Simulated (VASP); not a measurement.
# TiPt3 in VASP: further runs

The runs below take TiPt3 through single point, with PBEsol.

Everything below comes from runs of VASP 6.6.1. Logs are shortened: lines on timing, memory, paths and dates and some standing lists are left out, and cuts for length are marked.

## (1) The cell of the first run

It takes space group Pm-3m (No. 221, cubic). The conventional cell has a = 3.948 Å, b = 3.948 Å, c = 3.948 Å, α = 90.00°, β = 90.00°, γ = 90.00°. Ti (site symmetry m-3m) has 12 Pt at 2.79 Å within 3.7 Å. Within 3.7 Å of Pt (site symmetry 4/mmm) lie 4 Ti at 2.79 Å and 8 Pt at 2.79 Å.

## (2) Single point, PBEsol (volume scaled by 1.04)

INCAR reads:

```
PREC = Accurate ; ENCUT = 520
EDIFF = 1E-7 ; ISMEAR = -1
SIGMA = 0.05 ; LREAL = False
LASPH = True ; NELM = 60
ALGO = Normal ; ISIF = 2
LWAVE = False ; LCHARG = False
GGA = PS ; NBANDS = 29
```

KPOINTS reads:

```
regular mesh
0
Gamma
  9 9 9
```

POSCAR reads:

```
TiPt3
1.0
    3.9482821967      0.0000000000      0.0000000000
    0.0000000000      3.9482821967      0.0000000000
    0.0000000000      0.0000000000      3.9482821967
Ti Pt
1 3
Direct
    0.0000000000      0.0000000000      0.0000000000
    0.0000000000      0.5000000000      0.5000000000
    0.5000000000      0.0000000000      0.5000000000
    0.5000000000      0.5000000000      0.0000000000
```

Potentials or basis: VASP PAW PBE potentials, release 64 (Ti_sv, Pt).

Started as:

```sh
cat potpaw_PBE.64/Ti_sv/POTCAR potpaw_PBE.64/Pt/POTCAR > POTCAR
mpirun -np 1 vasp_std > vasp.out
```

OUTCAR:

```text
PREC = Accurate
   ENCUT = 520
   EDIFF = 1E-7
   ISMEAR = -1
   LREAL = False
   LASPH = True
   NELM = 60
   ISIF = 2
   GGA = PS

 ion  position               nearest neighbor table
   1  0.000  0.000  0.000-   2 2.79   3 2.79   4 2.79   2 2.79   3 2.79   2 2.79   4 2.79   2 2.79
                             3 2.79   4 2.79   3 2.79   4 2.79
   2  0.000  0.500  0.500-   1 2.79   3 2.79   4 2.79   1 2.79   4 2.79   1 2.79   3 2.79   1 2.79
                             3 2.79   4 2.79   4 2.79   3 2.79
   3  0.500  0.000  0.500-   1 2.79   2 2.79   4 2.79   1 2.79   4 2.79   2 2.79   4 2.79   4 2.79
                             1 2.79   2 2.79   1 2.79   2 2.79
   4  0.500  0.500  0.000-   1 2.79   2 2.79   3 2.79   2 2.79   3 2.79   1 2.79   3 2.79   3 2.79
                             1 2.79   2 2.79   2 2.79   1 2.79

  LATTYP: Found a simple cubic cell.
 ALAT       =     3.9482821967

  Lattice vectors:

 A1 = (   3.9482821967,   0.0000000000,   0.0000000000)
 A2 = (   0.0000000000,   3.9482821967,   0.0000000000)
 A3 = (   0.0000000000,   0.0000000000,   3.9482821967)

Analysis of symmetry for initial positions (statically):
=====================================================================
 Subroutine PRICEL returns:
 Original cell was already a primitive cell.

 Routine SETGRP: Setting up the symmetry group for a
 simple cubic supercell.

 Subroutine GETGRP returns: Found 48 space group operations
 (whereof 48 operations were pure point group operations)
 out of a pool of 48 trial point group operations.

The static configuration has the point symmetry O_h .

Analysis of symmetry for dynamics (positions and initial velocities):
=====================================================================
 Subroutine PRICEL returns:
 Original cell was already a primitive cell.

 Routine SETGRP: Setting up the symmetry group for a
 simple cubic supercell.

 Subroutine GETGRP returns: Found 48 space group operations
 (whereof 48 operations were pure point group operations)
 out of a pool of 48 trial point group operations.

The dynamic configuration has the point symmetry O_h .

 Subroutine INISYM returns: Found 48 space group operations
 (whereof 48 operations are pure point group operations),
 and found     1 'primitive' translations

----------------------------------------------------------------------------------------

                                     Primitive cell

  volume of cell :      61.5495

  direct lattice vectors                    reciprocal lattice vectors
     3.948282197  0.000000000  0.000000000     0.253274703  0.000000000  0.000000000
     0.000000000  3.948282197  0.000000000     0.000000000  0.253274703  0.000000000
     0.000000000  0.000000000  3.948282197     0.000000000  0.000000000  0.253274703

  length of vectors
     3.948282197  3.948282197  3.948282197     0.253274703  0.253274703  0.253274703

  position of ions in fractional coordinates (direct lattice)
     0.000000000  0.000000000  0.000000000
     0.000000000  0.500000000  0.500000000
     0.500000000  0.000000000  0.500000000
     0.500000000  0.500000000  0.000000000

  ion indices of the primitive-cell ions
   primitive index   ion index
                 1           1
                 2           2
                 3           3
                 4           4

----------------------------------------------------------------------------------------

 KPOINTS: regular mesh

Automatic generation of k-mesh.
 Grid dimensions read from file:
 generate k-points for:    9    9    9

 Generating k-lattice:

  Cartesian coordinates                     Fractional coordinates (reciprocal lattice)
     0.028141634  0.000000000  0.000000000     0.111111111  0.000000000  0.000000000
     0.000000000  0.028141634  0.000000000     0.000000000  0.111111111  0.000000000
     0.000000000  0.000000000  0.028141634     0.000000000  0.000000000  0.111111111

  Length of vectors
     0.028141634  0.028141634  0.028141634

  Shift w.r.t. Gamma in fractional coordinates (k-lattice)
     0.000000000  0.000000000  0.000000000

 Subroutine IBZKPT returns following result:
 ===========================================

 Found     35 irreducible k-points:

 Following reciprocal coordinates:
            Coordinates               Weight
  0.000000  0.000000  0.000000      1.000000
  0.111111  0.000000  0.000000      6.000000
  0.222222  0.000000  0.000000      6.000000
  0.333333  0.000000  0.000000      6.000000
  0.444444  0.000000  0.000000      6.000000
  0.111111  0.111111  0.000000     12.000000
[... 16 lines left out ...]
  0.333333  0.333333  0.111111     24.000000
  0.444444  0.333333  0.111111     48.000000
 [... further k-points ...]
   k-points           NKPTS =     35   k-points in BZ     NKDIM =     35   number of bands    NBANDS=     29
   number of dos      NEDOS =    301   number of ions     NIONS =      4
   total plane-waves  NPLWV =  27000
   dimension x,y,z NGX =    30 NGY =   30 NGZ =   30
   dimension x,y,z NGXF=    60 NGYF=   60 NGZF=   60
   ions per type =               1   3
   NGX,Y,Z   is equivalent  to a cutoff of  12.63, 12.63, 12.63 a.u.
   NGXF,Y,Z  is equivalent  to a cutoff of  25.26, 25.26, 25.26 a.u.
 SYSTEM =  unknown system
   PREC   = accura    normal or accurate (medium, high low for compatibility)
   ISTART =      0    job   : 0-new  1-cont  2-samecut
   ICHARG =      2    charge: 1-file 2-atom 10-const
   ISPIN  =      1    spin polarized calculation?
   LNONCOLLINEAR =      F non collinear calculations
   LSORBIT =      F    spin-orbit coupling
   LASPH  =      T    aspherical Exc in radial PAW
   ENCUT  =  520.0 eV  38.22 Ry    6.18 a.u.   7.34  7.34  7.34*2*pi/ulx,y,z
   NELM   =     60;   NELMIN=  2; NELMDL= -5     # of ELM steps
   EDIFF  = 0.1E-06   stopping-criterion for ELM
   LREAL  =      F    real-space projection
   EDIFFG = 0.1E-05   stopping-criterion for IOM
   NSW    =      0    number of steps for IOM
   IBRION =     -1    ionic relax: 0-MD 1-quasi-New 2-CG
   NFREE  =      0    steps in history (QN), initial steepest desc. (CG)
   ISIF   =      2    stress and relaxation
   ISYM   =      2    0-nonsym 1-usesym 2-fastsym
   POTIM  = 0.5000    time-step for ionic-motion
   TEBEG  =    0.0;   TEEND  =   0.0 temperature during run
   PSTRESS=    0.0 pullay stress
   NELECT =      42.0000    total number of electrons
   NUPDOWN=      -1.0000    fix difference up-down
   EMIN   =  10.00;   EMAX   =-10.00  energy-range for DOS
   EFERMI =   0.00;   METHOD = LEGACY
   ISMEAR =    -1;   SIGMA  =   0.05  broadening in eV -4-tet -1-fermi 0-gaus
   EFERMI_NEDOS =   21; number of points for ismear=-14 and -15
   IALGO  =     38    algorithm
   IMIX   =      4    mixing-type and parameters
     AMIX     =   0.40;   BMIX     =  1.00
     AMIX_MAG =   1.60;   BMIX_MAG =  1.00
  volume/ion in A,a.u.               =      15.39       103.84
  Fermi-wavevector in a.u.,A,eV,Ry     =   1.441285  2.723633 28.263399  2.077301
  Thomas-Fermi vector in A             =   2.559934
   LORBIT       =      0    0 simple, 1 ext, 2 COOP (PROOUT), +10 PAW based schemes
   GGA     = PS    functional components
   LHFCALC =     F    Hartree Fock is set to
   AEXX    =    0.0000 exact exchange contribution
   IVDW    =     0    specifies the selected vdW correction
   LEPSILON=     F    determine dielectric tensor
   LRPA    =     F    only Hartree local field effects (RPA)
 non-spin polarized calculation
  energy-cutoff  :      520.00
  volume of cell :       61.55
 maximum number of plane-waves:      1675
 NGX is ok and might be reduce to    30
   NGX = 15   NGY = 15   NGZ = 15

 number of electron      42.0000003 magnetization

 Free energy of the ion-electron system (eV)
  ---------------------------------------------------
  ext. energy  EPLUGINS =         0.00000000
  ---------------------------------------------------
  free energy    TOTEN  =       -32.69690689 eV

  energy without entropy =      -32.68449550  energy(sigma->0) =      -32.69070119

 E-fermi :  11.0163     XC(G=0): -13.1972

 val. band max:       11.0091401296   @ k =   0.4444   0.1111   0.1111
 cond. band min:      11.0197093357   @ k =   0.0000   0.0000   0.0000
 fundamental gap:      0.0105692061
 Fermi energy:        11.0163002349

 k-point     1 :       0.0000    0.0000    0.0000
  band No.  band energies     occupation
      1     -46.9827      2.00000
      2     -23.2900      2.00000
      3     -23.2900      2.00000
      4     -23.2900      2.00000
      5       1.1052      2.00000
      6       3.9677      2.00000
[... 21 lines left out ...]
     28      12.9363      0.00000
     29      18.9679      0.00000

 k-point     2 :       0.1111    0.0000    0.0000
  band No.  band energies     occupation
      1     -46.9825      2.00000
      2     -23.2928      2.00000
      3     -23.2904      2.00000
      4     -23.2904      2.00000
      5       1.2632      2.00000
      6       4.0660      2.00000
[... 21 lines left out ...]
     28      13.8433      0.00000
     29      18.7117      0.00000

 k-point     3 :       0.2222    0.0000    0.0000
  band No.  band energies     occupation
      1     -46.9821      2.00000
      2     -23.2998      2.00000
      3     -23.2915      2.00000
      4     -23.2915      2.00000
      5       1.7212      2.00000
      6       4.3271      2.00000
[... 21 lines left out ...]
     28      15.2328      0.00000
     29      18.1802      0.00000

 k-point     4 :       0.3333    0.0000    0.0000
  band No.  band energies     occupation
      1     -46.9816      2.00000
      2     -23.3078      2.00000
      3     -23.2926      2.00000
      4     -23.2926      2.00000
      5       2.4157      2.00000
      6       4.5211      2.00000
[... 597 lines left out ...]
     28      16.2258      0.00000
     29      17.4858      0.00000

 k-point    23 :       0.3333    0.3333    0.1111
  band No.  band energies     occupation
      1     -46.9810      2.00000
      2     -23.3066      2.00000
      3     -23.3028      2.00000
      4     -23.2958      2.00000
      5       3.5057      2.00000
      6       5.0990      2.00000
[... 21 lines left out ...]
     28      15.7013      0.00000
     29      17.5372      0.00000

 k-point    24 :       0.4444    0.3333    0.1111
  band No.  band energies     occupation
      1     -46.9808      2.00000
      2     -23.3080      2.00000
      3     -23.3038      2.00000
      4     -23.2964      2.00000
      5       4.0607      2.00000
      6       4.8124      2.00000
[... 21 lines left out ...]
     28      14.9545      0.00000
     29      18.2598      0.00000

 [... further k-points ...]
[... 5 lines left out ...]
  --------------------------------------------------------------------------------------
  -------------------------------------------------------------------------------------
  Total       -3.5635474     -3.5635474     -3.5635474      0.0000000      0.0000000      0.0000000
  in kB      -92.7616705    -92.7616705    -92.7616705      0.0000000      0.0000000      0.0000000
  external PRESSURE =     -92.7616705 kB  Pullay stress =       0.0000000 kB

 VOLUME and BASIS-vectors are now :
 -----------------------------------------------------------------------------
  energy-cutoff  :      520.00
  volume of cell :       61.55
      direct lattice vectors                 reciprocal lattice vectors
     3.948282197  0.000000000  0.000000000     0.253274703  0.000000000  0.000000000
     0.000000000  3.948282197  0.000000000     0.000000000  0.253274703  0.000000000
     0.000000000  0.000000000  3.948282197     0.000000000  0.000000000  0.253274703

 POSITION                                       TOTAL-FORCE (eV/Angst)
 -----------------------------------------------------------------------------------
      0.00000      0.00000      0.00000         0.000000      0.000000      0.000000
      0.00000      1.97414      1.97414         0.000000      0.000000      0.000000
      1.97414      0.00000      1.97414         0.000000      0.000000      0.000000
      1.97414      1.97414      0.00000         0.000000      0.000000      0.000000
 -----------------------------------------------------------------------------------
    total drift:                                0.000000      0.000000     -0.000000

  FREE ENERGIE OF THE ION-ELECTRON SYSTEM (eV)
  ---------------------------------------------------
  free  energy   TOTEN  =       -32.6969068909 eV

  energy  without entropy=      -32.6844954965  energy(sigma->0) =      -32.69070119
```

Wall time 34 s (1 thread of Intel Xeon Platinum 8559C (Emerald Rapids), shared host); peak memory 0.2 GiB.

Results:

| Quantity | Value |
| --- | --- |
| Free energy | -32.6969 eV |
| Pressure | -9.3 GPa |
| Band gap on the k mesh | zero (band 21 reaches 12.33 eV, above the bottom of band 22 at 10.88 eV) |

Caveat: the PAW data sets were made with another functional, which shifts forces and pressure a little; spin-orbit coupling is left out, which moves the levels of the heavy elements.

## (3) Single point, PBEsol (zz strain of -2 %)

Edit INCAR of step 2 so:

```diff
@@ -1,3 +1,3 @@
 PREC = Accurate ; ENCUT = 520
-EDIFF = 1E-7 ; ISMEAR = -1
+EDIFF = 1E-6 ; ISMEAR = -1
 SIGMA = 0.05 ; LREAL = False
```

KPOINTS reads:

```
Automatic mesh
0
Gamma
  9 9 9
```

POSCAR reads:

```
TiPt3
1.0
    3.8970000000      0.0000000000      0.0000000000
    0.0000000000      3.8970000000      0.0000000000
    0.0000000000      0.0000000000      3.8190600000
Ti Pt
1 3
Direct
    0.0000000000      0.0000000000      0.0000000000
    0.0000000000      0.5000000000      0.5000000000
    0.5000000000      0.0000000000      0.5000000000
    0.5000000000      0.5000000000      0.0000000000
```

Potentials or basis: VASP PAW PBE potentials, release 64 (Ti_sv, Pt).

Started as:

```sh
cat potpaw_PBE.64/Ti_sv/POTCAR potpaw_PBE.64/Pt/POTCAR > POTCAR
mpirun -np 1 vasp_std > vasp.out
```

Run time: 61 s. Hardware: 1 thread of AMD EPYC 9R45 (Zen 5), shared host; peak memory 0.21 GiB.

The run converged. Its results:

```yaml
Free_energy: -32.7323 eV
Pressure: 6.0 GPa
Band_gap_on_the_k_mesh: zero (band 21 reaches 13.47 eV, above the bottom of band 22 at 11.85 eV)
```

Stress tensor (GPa, compression positive):
```
4.78 0.00 0.00
0.00 4.78 0.00
0.00 0.00 8.47
```

Levels at points of the mesh, in eV from the Fermi level:
| k point | band 17 | band 18 | band 19 | band 20 | band 21 | band 22 | band 23 | band 24 | band 25 | band 26 |
| --- | --- | --- | --- | --- | --- | --- | --- | --- | --- | --- |
| (0.00, 0.00, 0.00) | -0.53 | -0.06 | 0.12 | 0.12 | 1.39 | 1.39 | 1.42 | 1.47 | 1.80 | 2.04 |

Caveat: the cell differs from its parent crystal (zz strain of -2 %); the PAW data sets were made with another functional, which shifts forces and pressure a little; spin-orbit coupling is left out, which moves the levels of the heavy elements.

## (4) Single point, PBEsol (zz strain of -1 %)

INCAR reads:

```
PREC = Accurate
ENCUT = 520
EDIFF = 1E-6
ISMEAR = -1
SIGMA = 0.05
LREAL = F
LASPH = T
NELM = 60
ALGO = Normal
ISIF = 2
LWAVE = F
LCHARG = T
GGA = PS
LELF = T
LVHAR = T
NBANDS = 29
```

KPOINTS reads:

```
regular mesh
0
Gamma
  9 9 9
```

Edit POSCAR of step 3 so:

```diff
@@ -4,3 +4,3 @@
     0.0000000000      3.8970000000      0.0000000000
-    0.0000000000      0.0000000000      3.8190600000
+    0.0000000000      0.0000000000      3.8580300000
 Ti Pt
```

Started as:

```sh
cat potpaw_PBE.64/Ti_sv/POTCAR potpaw_PBE.64/Pt/POTCAR > POTCAR
mpirun -np 1 vasp_std > vasp.out
```

It took 57 s on 1 thread of AMD EPYC 9R45 (Zen 5), shared host; peak memory 0.22 GiB.

Results (log left out):

```
Free energy            : -32.7561 eV
Pressure               : 3.0 GPa
Band gap on the k mesh : zero (band 21 reaches 13.30 eV, above the bottom of band 22 at 11.70 eV)
```

Stress tensor (GPa, compression positive):
```
2.43 0.00 0.00
0.00 2.43 0.00
0.00 0.00 4.22
```

Levels at points of the mesh, in eV from the Fermi level:
```
           k point  band 18  band 19  band 20  band 21  band 22  band 23  band 24  band 25
(0.00, 0.00, 0.00)    -0.01     0.07     0.07     1.40     1.43     1.46     1.46     1.66
```

Caveat: the cell differs from its parent crystal (zz strain of -1 %); the PAW data sets were made with another functional, which shifts forces and pressure a little; spin-orbit coupling is left out, which moves the levels of the heavy elements.

(Part 1 of 2 ends here.)
